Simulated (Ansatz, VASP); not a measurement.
**Two plane-wave programs on TiCo3**

The input POSCAR:

```
TiCo3
1.0
    3.5872010084      0.0000000000      0.0000000000
    0.0000000000      3.5872010084      0.0000000000
    0.0000000000      0.0000000000      3.5872010084
Ti Co
1 3
Direct
    0.0000000000      0.0000000000      0.0000000000
    0.0000000000      0.5000000000      0.5000000000
    0.5000000000      0.0000000000      0.5000000000
    0.5000000000      0.5000000000      0.0000000000
```

File INCAR.step1:

```
ALGO = Normal
EDIFF = 1E-4
ENCUT = 520
GGA = PE
ISMEAR = 0
ISPIN = 2
LASPH = True
LCHARG = False
LMAXMIX = 4
LREAL = False
LWAVE = True
MAGMOM = -0.7 1.46 1.46 1.46
NBANDS = 32
NELM = 150
PREC = Accurate
SIGMA = 0.1
```

The input INCAR.step2:

```
ALGO = Normal
EDIFF = 1E-6
ENCUT = 520
ISIF = 2
ISMEAR = 0
ISPIN = 2
ISTART = 1
LASPH = True
LCHARG = False
LMAXMIX = 4
LMIXTAU = True
LORBIT = 11
LREAL = False
LWAVE = False
MAGMOM = -0.7 1.46 1.46 1.46
METAGGA = R2SCAN
NBANDS = 32
NELM = 150
PREC = Accurate
SIGMA = 0.1
```

Contents of KPOINTS:

```
k-points
0
Gamma
  12 12 12
```

Input for Ansatz:

```yaml
crystal:
  lattice:
    - [3.5872010084, 0.0, 0.0]
    - [0.0, 3.5872010084, 0.0]
    - [0.0, 0.0, 3.5872010084]
  atoms:
    - { symbol: Ti, position: [0.0, 0.0, 0.0], spin: -0.7 }
    - { symbol: Co, position: [0.0, 0.5, 0.5], spin: 1.46 }
    - { symbol: Co, position: [0.5, 0.0, 0.5], spin: 1.46 }
    - { symbol: Co, position: [0.5, 0.5, 0.0], spin: 1.46 }
basis:
  ecutwfc: 500
kpoints:
  mp_grid: { grid: [12, 12, 12] }
  band_path:
    path:
      - [[0.0, 0.0, 0.0], [0.0, 0.5, 0.0], [0.5, 0.5, 0.0], [0.0, 0.0, 0.0], [0.5, 0.5, 0.5], [0.0, 0.5, 0.0]]
      - [[0.5, 0.5, 0.5], [0.5, 0.5, 0.0]]
    npoints: 14
hamiltonian:
  xc: r2scan
scf:
  occupations: { method: gaussian, width: 0.1 }
  n_extra_bands: 10
output:
  forces: true
  stress: true
  eigenvalues: true
  populations: true
  dos: { projected: true, de: 0.02, nscf_kmesh: { grid: [18, 18, 18] } }
  bader: true
  write_density: true
  write_potential: true
  elf: true
  volumetric_format: npy
magnetization:
  spin_polarized: true
checkpoint:
  read: start.run
  write: ck
  compress: false
  write_wavefunctions: false
  write_every: 100000
```

Alike in both runs: task single point; functional r2SCAN; k mesh 12 × 12 × 12; occupations gaussian, width 0.1 eV; collinear spin.

|  | VASP | Ansatz |
| --- | --- | --- |
| version | VASP 6.6.1 | Ansatz 0.2.0 |
| potentials or method | VASP PAW PBE potentials, release 64 (Ti_sv, Co), cutoff 520 eV | scalar-relativistic, plane waves, PAW |
| valence electrons in the cell | 39 | 63 |

|  | VASP | Ansatz | Ansatz less VASP |
| --- | --- | --- | --- |
| gap on the k mesh at the Fermi level (eV) | none | none | - |
| pressure (GPa) | -8.2 | 0.0 | +8.14 |
| net moment per atom (μB) | 0.00 | 0.71 | +0.711 |
| size of the moment on the site where the two differ most (μB) | 0.00 | 1.33 | +1.327 |

The net moments are unlike, so the other rows may belong to different states. VASP's potentials were made for PBE, not for r2SCAN. Site moments also hang on the region over which each program counts them. A gap of «none» marks a metal or a gap that the smearing closes. VASP's potentials hold 39 valence electrons a cell and Ansatz's 63, so a difference there can come from the potentials and not from the codes. Ansatz's warnings: stability check not made.
